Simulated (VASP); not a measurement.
# TiAl (P4/mmm) in VASP: relaxation of cell and atoms with PBEsol

Aim: the relaxation of cell and atoms of TiAl with PBEsol.

Everything below comes from runs of VASP 6.6.1. Logs are shortened: lines on timing, memory, paths and dates and some standing lists are left out, and cuts for length are marked.

## Step 1: The cell of the first run

Symmetry: P4/mmm, No. 123, tetragonal system. Conventional cell: a = 3.212 Å, b = 3.212 Å, c = 9.635 Å, α = 90.00°, β = 90.00°, γ = 90.00°. Within 3.7 Å of Al (site symmetry 4mm) lie 5 Ti at 2.78 to 3.21 Å and 9 Al at 2.78 to 3.21 Å. Within 3.7 Å of Al (site symmetry 4/mmm) lie 12 Al at 2.78 to 3.21 Å and 2 Ti at 3.21 Å. Within 3.7 Å of Ti (site symmetry 4mm) lie 5 Al at 2.78 to 3.21 Å and 9 Ti at 2.78 to 3.21 Å. Ti (site symmetry 4/mmm) has 12 Ti at 2.78 to 3.21 Å and 2 Al at 3.21 Å within 3.7 Å.

## Step 2: Relaxation of cell and atoms, PBEsol

Input file INCAR:

```
PREC = Accurate ; ENCUT = 600
EDIFF = 1E-6 ; ISMEAR = 0
SIGMA = 0.1 ; LREAL = False
LASPH = True ; NELM = 100
ALGO = Normal ; ISIF = 3
LWAVE = False ; LCHARG = False
GGA = PS ; IBRION = 2
NSW = 65 ; EDIFFG = -0.01
```

Input file KPOINTS:

```
regular mesh
0
Gamma
  12 12 4
```

Input file POSCAR:

```
TiAl
1.0
    3.2116209992      0.0000000000      0.0000000000
    0.0000000000      3.2116209992      0.0000000000
    0.0000000000      0.0000000000      9.6348629975
Al Ti
3 3
Direct
    0.0000000000      0.0000000000      0.0000000000
    0.5000000000      0.5000000000      0.1666666667
    0.0000000000      0.0000000000      0.3333333333
    0.5000000000      0.5000000000      0.5000000000
    0.0000000000      0.0000000000      0.6666666667
    0.5000000000      0.5000000000      0.8333333333
```

Potentials or basis: VASP PAW PBE potentials, release 64 (Al, Ti_sv).

Launch:

```bash
> cat potpaw_PBE.64/Al/POTCAR potpaw_PBE.64/Ti_sv/POTCAR > POTCAR
> mpirun -np 1 vasp_std > vasp.out
```

OUTCAR:

```text
PREC = Accurate
   ENCUT = 600
   EDIFF = 1E-6
   ISMEAR = 0
   LREAL = False
   LASPH = True
   NELM = 100
   ISIF = 3
   GGA = PS
   IBRION = 2
   NSW = 65
   EDIFFG = -0.01

 ion  position               nearest neighbor table
   1  0.000  0.000  0.000-   2 2.78   6 2.78   2 2.78   6 2.78   2 2.78   6 2.78   2 2.78   6 2.78
                             3 3.21
   2  0.500  0.500  0.167-   3 2.78   3 2.78   3 2.78   3 2.78   1 2.78   1 2.78   1 2.78   1 2.78

   3  0.000  0.000  0.333-   2 2.78   2 2.78   2 2.78   2 2.78   4 2.78   4 2.78   4 2.78   4 2.78
                             1 3.21
   4  0.500  0.500  0.500-   3 2.78   5 2.78   3 2.78   5 2.78   3 2.78   5 2.78   3 2.78   5 2.78

   5  0.000  0.000  0.667-   6 2.78   6 2.78   6 2.78   6 2.78   4 2.78   4 2.78   4 2.78   4 2.78

   6  0.500  0.500  0.833-   5 2.78   5 2.78   5 2.78   5 2.78   1 2.78   1 2.78   1 2.78   1 2.78

  LATTYP: Found a simple tetragonal cell.
 ALAT       =     3.2116209992
 C/A-ratio  =     3.0000000000

  Lattice vectors:

 A1 = (   3.2116209992,   0.0000000000,   0.0000000000)
 A2 = (   0.0000000000,   3.2116209992,   0.0000000000)
 A3 = (   0.0000000000,   0.0000000000,   9.6348629975)

Analysis of symmetry for initial positions (statically):
=====================================================================
 Subroutine PRICEL returns:
 Original cell was already a primitive cell.

 Routine SETGRP: Setting up the symmetry group for a
 simple tetragonal supercell.

 Subroutine GETGRP returns: Found 16 space group operations
 (whereof  8 operations were pure point group operations)
 out of a pool of 16 trial point group operations.

The static configuration has the point symmetry C_4v.
 The point group associated with its full space group is D_4h.

Analysis of symmetry for dynamics (positions and initial velocities):
=====================================================================
 Subroutine PRICEL returns:
 Original cell was already a primitive cell.

 Routine SETGRP: Setting up the symmetry group for a
 simple tetragonal supercell.

 Subroutine GETGRP returns: Found 16 space group operations
 (whereof  8 operations were pure point group operations)
 out of a pool of 16 trial point group operations.

The dynamic configuration has the point symmetry C_4v.
 The point group associated with its full space group is D_4h.

 Subroutine INISYM returns: Found 16 space group operations
 (whereof  8 operations are pure point group operations),
 and found     1 'primitive' translations

----------------------------------------------------------------------------------------

                                     Primitive cell

  volume of cell :      99.3789

  direct lattice vectors                    reciprocal lattice vectors
     3.211620999  0.000000000  0.000000000     0.311369243  0.000000000  0.000000000
     0.000000000  3.211620999  0.000000000     0.000000000  0.311369243  0.000000000
     0.000000000  0.000000000  9.634862998     0.000000000  0.000000000  0.103789748

  length of vectors
     3.211620999  3.211620999  9.634862998     0.311369243  0.311369243  0.103789748

  position of ions in fractional coordinates (direct lattice)
     0.000000000  0.000000000  0.000000000
     0.500000000  0.500000000  0.166666667
     0.000000000  0.000000000  0.333333333
     0.500000000  0.500000000  0.500000000
     0.000000000  0.000000000  0.666666667
     0.500000000  0.500000000  0.833333333

  ion indices of the primitive-cell ions
   primitive index   ion index
                 1           1
                 2           2
                 3           3
                 4           4
                 5           5
                 6           6

----------------------------------------------------------------------------------------

 KPOINTS: regular mesh

Automatic generation of k-mesh.
 Grid dimensions read from file:
 generate k-points for:   12   12    4

 Generating k-lattice:

  Cartesian coordinates                     Fractional coordinates (reciprocal lattice)
     0.025947437  0.000000000  0.000000000     0.083333333  0.000000000  0.000000000
     0.000000000  0.025947437  0.000000000     0.000000000  0.083333333  0.000000000
     0.000000000  0.000000000  0.025947437     0.000000000  0.000000000  0.250000000

  Length of vectors
     0.025947437  0.025947437  0.025947437

  Shift w.r.t. Gamma in fractional coordinates (k-lattice)
     0.000000000  0.000000000  0.000000000

 Subroutine IBZKPT returns following result:
 ===========================================

 Found     84 irreducible k-points:

 Following reciprocal coordinates:
            Coordinates               Weight
  0.000000  0.000000  0.000000      1.000000
  0.083333  0.000000  0.000000      4.000000
  0.166667  0.000000  0.000000      4.000000
  0.250000  0.000000  0.000000      4.000000
  0.333333  0.000000  0.000000      4.000000
  0.416667  0.000000  0.000000      4.000000
[... 16 lines left out ...]
  0.333333  0.333333  0.000000      4.000000
  0.416667  0.333333  0.000000      8.000000
 [... further k-points ...]
   k-points           NKPTS =     84   k-points in BZ     NKDIM =     84   number of bands    NBANDS=     27
   number of dos      NEDOS =    301   number of ions     NIONS =      6
   total plane-waves  NPLWV =  62720
   dimension x,y,z NGX =    28 NGY =   28 NGZ =   80
   dimension x,y,z NGXF=    56 NGYF=   56 NGZF=  160
   ions per type =               3   3
   NGX,Y,Z   is equivalent  to a cutoff of  14.49, 14.49, 13.80 a.u.
   NGXF,Y,Z  is equivalent  to a cutoff of  28.99, 28.99, 27.61 a.u.
 SYSTEM =  unknown system
   PREC   = accura    normal or accurate (medium, high low for compatibility)
   ISTART =      0    job   : 0-new  1-cont  2-samecut
   ICHARG =      2    charge: 1-file 2-atom 10-const
   ISPIN  =      1    spin polarized calculation?
   LNONCOLLINEAR =      F non collinear calculations
   LSORBIT =      F    spin-orbit coupling
   LASPH  =      T    aspherical Exc in radial PAW
   ENCUT  =  600.0 eV  44.10 Ry    6.64 a.u.   6.41  6.41 19.24*2*pi/ulx,y,z
   NELM   =    100;   NELMIN=  2; NELMDL= -5     # of ELM steps
   EDIFF  = 0.1E-05   stopping-criterion for ELM
   LREAL  =      F    real-space projection
   EDIFFG = -.1E-01   stopping-criterion for IOM
   NSW    =     65    number of steps for IOM
   IBRION =      2    ionic relax: 0-MD 1-quasi-New 2-CG
   NFREE  =      1    steps in history (QN), initial steepest desc. (CG)
   ISIF   =      3    stress and relaxation
   ISYM   =      2    0-nonsym 1-usesym 2-fastsym
   POTIM  = 0.5000    time-step for ionic-motion
   TEBEG  =    0.0;   TEEND  =   0.0 temperature during run
   PSTRESS=    0.0 pullay stress
   NELECT =      45.0000    total number of electrons
   NUPDOWN=      -1.0000    fix difference up-down
   EMIN   =  10.00;   EMAX   =-10.00  energy-range for DOS
   EFERMI =   0.00;   METHOD = LEGACY
   ISMEAR =     0;   SIGMA  =   0.10  broadening in eV -4-tet -1-fermi 0-gaus
   EFERMI_NEDOS =   21; number of points for ismear=-14 and -15
   IALGO  =     38    algorithm
   IMIX   =      4    mixing-type and parameters
     AMIX     =   0.40;   BMIX     =  1.00
     AMIX_MAG =   1.60;   BMIX_MAG =  1.00
  volume/ion in A,a.u.               =      16.56       111.77
  Fermi-wavevector in a.u.,A,eV,Ry     =   1.257132  2.375635 21.502395  1.580381
  Thomas-Fermi vector in A             =   2.390806
   LORBIT       =      0    0 simple, 1 ext, 2 COOP (PROOUT), +10 PAW based schemes
   GGA     = PS    functional components
   LHFCALC =     F    Hartree Fock is set to
   AEXX    =    0.0000 exact exchange contribution
   IVDW    =     0    specifies the selected vdW correction
   LEPSILON=     F    determine dielectric tensor
   LRPA    =     F    only Hartree local field effects (RPA)
 conjugate gradient relaxation of ions
 non-spin polarized calculation
 Gauss-broadening in eV      SIGMA  =   0.10
  energy-cutoff  :      600.00
  volume of cell :       99.38
 maximum number of plane-waves:      3367
 NGX is ok and might be reduce to    28
   NGX = 13   NGY = 13   NGZ = 39

--------------------------------------- Ionic step        1  -------------------------------------------

 number of electron      45.0000006 magnetization

 Free energy of the ion-electron system (eV)
  ---------------------------------------------------
  ext. energy  EPLUGINS =         0.00000000
  ---------------------------------------------------
  free energy    TOTEN  =       -37.92387576 eV

  energy without entropy =      -37.89124386  energy(sigma->0) =      -37.90755981

------------------------ aborting loop because EDIFF is reached ----------------------------------------

  FORCE on cell =-STRESS in cart. coord.  units (eV):
  Direction    XX          YY          ZZ          XY          YZ          ZX
  --------------------------------------------------------------------------------------
  -------------------------------------------------------------------------------------
  Total       -0.2393984     -0.2393984     -4.0368134      0.0000000      0.0000000     -0.0000000
  in kB       -3.8595587     -3.8595587    -65.0811370      0.0000000      0.0000000     -0.0000000
  external PRESSURE =     -24.2667515 kB  Pullay stress =       0.0000000 kB
[... 101 lines left out ...]
  FREE ENERGIE OF THE ION-ELECTRON SYSTEM (eV)
  ---------------------------------------------------
  free  energy   TOTEN  =       -38.0386526745 eV

  energy  without entropy=      -38.0043753940  energy(sigma->0) =      -38.02151403

[... ionic steps 4 to 14 ...]

--------------------------------------- Ionic step       15  -------------------------------------------

 number of electron      45.0000012 magnetization

------------------------ aborting loop because EDIFF is reached ----------------------------------------

  FORCE on cell =-STRESS in cart. coord.  units (eV):
  Direction    XX          YY          ZZ          XY          YZ          ZX
  --------------------------------------------------------------------------------------
  -------------------------------------------------------------------------------------
  Total        0.0112430      0.0112430      0.0461584      0.0000000      0.0000000      0.0000000
  in kB        0.1835181      0.1835181      0.7534411      0.0000000      0.0000000      0.0000000
  external PRESSURE =       0.3734924 kB  Pullay stress =       0.0000000 kB
[... 65 lines left out ...]
  energy  without entropy=      -38.3283360719  energy(sigma->0) =      -38.34441015

--------------------------------------- Ionic step       17  -------------------------------------------

 number of electron      45.0000012 magnetization

 Free energy of the ion-electron system (eV)
  ---------------------------------------------------
  ext. energy  EPLUGINS =         0.00000000
  ---------------------------------------------------
  free energy    TOTEN  =       -38.36052862 eV

  energy without entropy =      -38.32825855  energy(sigma->0) =      -38.34439358

 E-fermi :   8.0695     XC(G=0): -11.0996

 val. band max:        8.0679854624   @ k =   0.4167   0.2500   0.5000
 cond. band min:       8.0722703101   @ k =   0.2500   0.2500   0.5000
 fundamental gap:      0.0042848477
 Fermi energy:         8.0695154935

 k-point     1 :       0.0000    0.0000    0.0000
  band No.  band energies     occupation
      1     -48.1565      2.00000
      2     -48.0877      2.00000
      3     -47.7891      2.00000
      4     -24.6522      2.00000
      5     -24.5658      2.00000
      6     -24.5658      2.00000
[... 709 lines left out ...]
     26       8.7525      0.00000
     27       9.3020      0.00000

 [... further k-points ...]

------------------------ aborting loop because EDIFF is reached ----------------------------------------

  FORCE on cell =-STRESS in cart. coord.  units (eV):
  Direction    XX          YY          ZZ          XY          YZ          ZX
  --------------------------------------------------------------------------------------
  -------------------------------------------------------------------------------------
  Total       -0.0034366     -0.0034366     -0.0153212      0.0000000      0.0000000      0.0000000
  in kB       -0.0560617     -0.0560617     -0.2499392      0.0000000      0.0000000      0.0000000
  external PRESSURE =      -0.1206875 kB  Pullay stress =       0.0000000 kB
[... 21 lines left out ...]
  FREE ENERGIE OF THE ION-ELECTRON SYSTEM (eV)
  ---------------------------------------------------
  free  energy   TOTEN  =       -38.3605286173 eV

  energy  without entropy=      -38.3282585509  energy(sigma->0) =      -38.34439358

 reached required accuracy - stopping structural energy minimisation
```

It took 1.6 h on 1 thread of AMD EPYC 7R43 (Zen 3), shared host; peak memory 0.38 GiB.

Results:

| Quantity | Value |
| --- | --- |
| Free energy | -38.3605 eV |
| Relaxed volume | 16.37 Å³/atom |
| Relaxed cell | a = 3.394 Å, b = 3.394 Å, c = 8.524 Å, α = 90.00°, β = 90.00°, γ = 90.00° |
| Space group after relaxing (to 0.05 Å) | P4/mmm (No. 123) |
| Energy gained by relaxing | 72.8 meV/atom |
| Ionic steps | 17 |
| Pressure after relaxing | 0.0 GPa |
| Largest force after relaxing | 0.004 eV/Å |

Forces in eV/Å, atoms in the order of the input:
```
Al   0.000  0.000  0.000
Al   0.000  0.000  0.000
Al   0.000  0.000  0.000
Ti   0.000  0.000  0.004
Ti   0.000  0.000  0.000
Ti   0.000  0.000 -0.004
```

Step by step:
| step | energy change (eV) | largest force (eV/Å) | pressure (GPa) | volume (Å³) |
| --- | --- | --- | --- | --- |
| 1 | 0.0000 | 0.0984 | -2.43 | 99.38 |
| 2 | -0.0965 | 0.0872 | 1.50 | 95.78 |
| 3 | -0.1148 | 0.0618 | 3.98 | 93.83 |
| 4 | -0.1688 | 0.0586 | 4.28 | 93.67 |
| 5 | -0.2934 | 0.1980 | 5.57 | 93.06 |
| 6 | 0.0286 | 0.3892 | 10.92 | 91.14 |
| 7 | -0.3096 | 0.2660 | 6.23 | 92.81 |
| 8 | -0.4072 | 0.2530 | 2.30 | 95.99 |
| 9 | -0.4254 | 0.2252 | -0.34 | 98.46 |
| 10 | -0.4258 | 0.2289 | -0.04 | 98.17 |
| 11 | -0.4292 | 0.1832 | -0.05 | 98.18 |
| 12 | -0.4355 | 0.0812 | -0.05 | 98.22 |
| 13 | -0.4293 | 0.2672 | 0.00 | 98.29 |
| 14 | -0.4363 | 0.0451 | -0.07 | 98.24 |
| 15 | -0.4366 | 0.0238 | 0.04 | 98.15 |
| 16 | -0.4366 | 0.0086 | 0.10 | 98.10 |
| 17 | -0.4367 | 0.0040 | -0.01 | 98.21 |

Final structure:
```yaml
crystal:
  lattice:
    - [3.39438, 0.00000, 0.00000]
    - [0.00000, 3.39438, 0.00000]
    - [0.00000, 0.00000, 8.52411]
  atoms:
    - { symbol: Al, position: [0.00000, 0.00000, 0.99875] }
    - { symbol: Al, position: [0.50000, 0.50000, 0.16667] }
    - { symbol: Al, position: [0.00000, 0.00000, 0.33459] }
    - { symbol: Ti, position: [0.50000, 0.50000, 0.50507] }
    - { symbol: Ti, position: [0.00000, 0.00000, 0.66667] }
    - { symbol: Ti, position: [0.50000, 0.50000, 0.82826] }
```

Caveat: the PAW data sets were made with another functional, which shifts forces and pressure a little.
